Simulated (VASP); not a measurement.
Input of a VASP 6.6.1 run:

File INCAR:

```
ALGO = Normal
EDIFF = 1E-6
ENCUT = 520
GGA = PE
ISIF = 2
ISMEAR = -1
LASPH = True
LCHARG = False
LREAL = False
LWAVE = False
NBANDS = 29
NELM = 80
PREC = Accurate
SIGMA = 0.02
```

KPOINTS

```
k-points
0
Gamma
  4 4 4
```

The input POSCAR:

```
KZnI3
1.0
    5.6342391302      0.0000000000      0.0000000000
    0.0000000000      5.6342391302      0.0000000000
    0.0000000000      0.0000000000      5.6342391302
K Zn I
1 1 3
Direct
    0.0000000000      0.0000000000      0.0000000000
    0.5000000000      0.5000000000      0.5000000000
    0.5000000000      0.5000000000      0.0000000000
    0.5000000000      0.0000000000      0.5000000000
    0.0000000000      0.5000000000      0.5000000000
```

Potentials or basis: VASP PAW PBE potentials, release 64 (K_sv, Zn, I).

Run with:

```bash
$ cat potpaw_PBE.64/K_sv/POTCAR potpaw_PBE.64/Zn/POTCAR potpaw_PBE.64/I/POTCAR > POTCAR
$ mpirun -np 1 vasp_std > vasp.out
```

Question: Predict the band gap on the k mesh.

Answer: Zero (band 21 reaches 2.02 eV, above the bottom of band 22 at 1.44 eV).

Question: What does it give for the pressure?

Answer: 1.6 GPa.

Caveat: spin-orbit coupling is left out, which moves the levels of the heavy elements.
